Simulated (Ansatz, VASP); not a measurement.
## WSe2 in VASP and in Ansatz

File INCAR:

```
SYSTEM = WSe2
PREC = Accurate ; ENCUT = 520
EDIFF = 1E-6 ; ISMEAR = 0
SIGMA = 0.05 ; LREAL = .FALSE.
LASPH = .TRUE. ; NELM = 80
ALGO = Normal ; ISIF = 2
LWAVE = .FALSE. ; LCHARG = .TRUE.
GGA = PS ; LELF = .TRUE.
LVHAR = .TRUE. ; NBANDS = 20
```

KPOINTS

```
Automatic mesh
0
G
  12 12 2
  0 0 0
```

Contents of POSCAR:

```
WSe2
1.0
    3.7137827108     -0.1066737754      0.1234621904
   -1.9492735548      3.0177805276      0.0836412524
    0.6290126659      0.8552175117     17.7412949781
W Se
1 2
Direct
   -0.0064248550     -0.0075456062     -0.0000909386
    0.2987818336      0.6616671670      0.1038208354
    0.3743096881      0.6792117725      0.8962701033
```

Input for Ansatz:

```yaml
crystal:
  lattice:
    - [3.7137827108, -0.1066737754, 0.1234621904]
    - [-1.9492735548, 3.0177805276, 0.0836412524]
    - [0.6290126659, 0.8552175117, 17.7412949781]
  atoms:
    - { symbol: W, position: [-0.006424855, -0.0075456062, -9.09386e-05] }
    - { symbol: Se, position: [0.2987818336, 0.661667167, 0.1038208354] }
    - { symbol: Se, position: [0.3743096881, 0.6792117725, 0.8962701033] }
basis:
  ecutwfc: 420
kpoints:
  mp_grid: { grid: [12, 12, 2] }
hamiltonian:
  xc: pbesol
scf:
  occupations: { method: gaussian, width: 0.05 }
output:
  forces: true
  stress: true
  eigenvalues: true
```

Change from the starting cell: all atoms moved at random (sigma 0.15 Å a component), cell strained at random (sigma 0.05).

Alike in both runs: task single point; functional PBEsol; k mesh 12 × 12 × 2; occupations gaussian, width 0.05 eV; no spin polarisation.

|  | VASP | Ansatz |
| --- | --- | --- |
| version | VASP 6.6.1 | Ansatz 0.2.0 |
| potentials or method | VASP PAW PBE potentials, release 64 (W_sv, Se), cutoff 520 eV | scalar-relativistic, plane waves, PAW |
| valence electrons in the cell | 26 | 46 |

Ansatz gave:

| Item | Value |
| --- | --- |
| gap on the k mesh at the Fermi level (eV) | 1.07 |
| least direct gap on the mesh (eV) | 1.07 |
| rms of the force components (eV/Å) | 1.436 |

Problem. Which values does VASP return?

Solution. gap on the k mesh at the Fermi level (eV): 1.07; least direct gap on the mesh (eV): 1.07; rms of the force components (eV/Å): 1.427.

VASP's potentials were made for PBE, not for PBEsol. Atom by atom the forces differ by 0.010 eV/Å (rms over components). VASP's potentials hold 26 valence electrons a cell and Ansatz's 46, so a difference there can come from the potentials and not from the codes.

Neither program's run includes spin-orbit coupling.
